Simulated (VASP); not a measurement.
Input of a VASP 6.6.1 run:

Contents of INCAR:

```
SYSTEM = Al8N6O
PREC = Accurate ; ENCUT = 520
EDIFF = 1E-6 ; ISMEAR = 0
SIGMA = 0.05 ; LREAL = Auto
LASPH = .TRUE. ; NELM = 60
ALGO = Normal ; ISIF = 2
LWAVE = .FALSE. ; LCHARG = .FALSE.
GGA = PE ; NELECT = 58.0
NBANDS = 43
```

File KPOINTS:

```
Automatic mesh
0
G
  2 3 3
  0 0 0
```

Contents of POSCAR:

```
Al8N6O
1.0
   -3.1440000000     -5.4455680000      0.0000000000
    4.7160000000     -2.7227840000      0.0000000000
    0.0000000000      0.0000000000      5.0460000000
Al N O
8 6 1
Direct
    0.4907656792      0.6584786462      0.0026692430
    0.4999105796      0.3323844068      0.5018279826
    0.2497742931      0.1704718782      0.0015368609
    0.2618070518      0.8445469404      0.5036210860
    0.0037163028      0.6643687566     -0.0074064606
   -0.0012609348      0.3186438976      0.5047419738
    0.7473706555      0.1780700468      0.0045346809
    0.7513619005      0.8311583578      0.4890879905
    0.5028704873      0.6673131493      0.3806016647
    0.5006345075      0.3323920466      0.8808614744
    0.2484577959      0.1707572753      0.3805755054
    0.2470657547      0.8345192393      0.8819647245
   -0.0038229767      0.3366074134      0.8822512881
    0.7509125671      0.1610555791      0.3813151011
   -0.2495637554      0.8325656389      0.8788168847
```

Potentials or basis: VASP PAW PBE potentials, release 64 (Al, N, O).

The run is started by

```sh
$ cat potpaw_PBE.64/Al/POTCAR potpaw_PBE.64/N/POTCAR potpaw_PBE.64/O/POTCAR > POTCAR
$ mpirun -np 1 vasp_std > vasp.out
```

(1) Predict the largest force.

Results:

(1) 0.012 eV/Å.

Caveat: the k points lie up to 0.50 Å⁻¹ apart; the cell carries a net charge on a neutralising background, which shifts energy and pressure.
